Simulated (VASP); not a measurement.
Here is a VASP 6.6.1 calculation.

Contents of POSCAR:

```
InSb
1.0
    0.0000000000      3.2551013767      3.2551013767
    3.2551013767      0.0000000000      3.2551013767
    3.2551013767      3.2551013767      0.0000000000
In Sb
1 1
Direct
    0.0000000000      0.0000000000      0.0000000000
    0.7500000000      0.7500000000      0.7500000000
```

INCAR.step1

```
SYSTEM = InSb
PREC = Accurate ; ENCUT = 520
ISMEAR = -1 ; SIGMA = 0.1
LREAL = .FALSE. ; LASPH = .TRUE.
NELM = 80 ; NBANDS = 16
GGA = PE ; ALGO = Normal
EDIFF = 1E-4 ; LWAVE = .TRUE.
LCHARG = .FALSE.
```

File INCAR.step2:

```
SYSTEM = InSb
PREC = Accurate ; ENCUT = 520
EDIFF = 1E-6 ; ISMEAR = -1
SIGMA = 0.1 ; LREAL = .FALSE.
LASPH = .TRUE. ; NELM = 80
ALGO = Normal ; ISIF = 2
LWAVE = .FALSE. ; LCHARG = .FALSE.
METAGGA = R2SCAN ; LMIXTAU = .TRUE.
NBANDS = 16 ; ISTART = 1
```

KPOINTS

```
Automatic mesh
0
G
  12 12 12
  0 0 0
```

Potentials or basis: VASP PAW PBE potentials, release 64 (In_d, Sb).

Launch:

```bash
$ cat potpaw_PBE.64/In_d/POTCAR potpaw_PBE.64/Sb/POTCAR > POTCAR
$ cp INCAR.step1 INCAR
$ mpirun -np 1 vasp_std > vasp.out
$ cp INCAR.step2 INCAR
$ mpirun -np 1 vasp_std > vasp.out
```

Question: Predict the pressure.

Answer: 1.0 GPa.

Caveat: the PAW data sets were made with another functional, which shifts forces and pressure a little.
